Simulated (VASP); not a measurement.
Write the native input for VASP 6.6.1 that does the following.

```yaml
Task: single point
Functional: LDA
Potentials_or_basis: VASP PAW LDA potentials, release 64 (C)
Cutoff: 520 eV
k_mesh: 16 × 16 × 16
Occupations: fermi-dirac, width 0.1 eV
Spin: no spin polarisation
Dipole_correction: no
Further_INCAR_settings: ALGO = Normal; EDIFF = 1e-06; NBANDS = 11
```

The structure of C lies in POSCAR:

```
C
1.0
    1.7658738580      1.7658738580      0.0000000000
   -1.7658738580      1.7658738580      0.0000000000
    0.0000000000      1.7658738580      1.7658738580
C
2
Direct
    0.5000000000      0.5000000000      0.0000000000
    0.7500000000      0.2500000000      0.5000000000
```

The input as run:

INCAR

```
SYSTEM = C
ALGO = Normal ; EDIFF = 1E-6
ENCUT = 520 ; GGA = CA
ISIF = 2 ; ISMEAR = -1
LASPH = .True. ; LCHARG = .True.
LELF = .True. ; LREAL = .False.
LVHAR = .True. ; LWAVE = .False.
NBANDS = 11 ; NELM = 80
PREC = Accurate ; SIGMA = 0.1
```

KPOINTS

```
k-points
0
Gamma
  16 16 16
  0 0 0
```

Potentials or basis: VASP PAW LDA potentials, release 64 (C).

Run with:

```console
$ cat potpaw_LDA.64/C/POTCAR > POTCAR
$ mpirun -np 1 vasp_std > vasp.out
```

Results of the run:

```
Pressure               : 1.6 GPa
Band gap on the k mesh : 4.17 eV, indirect (least direct gap 5.63 eV)
```

It took 17 s on 1 thread of Intel Xeon 8259CL (shared host), peak memory 0.12 GiB.
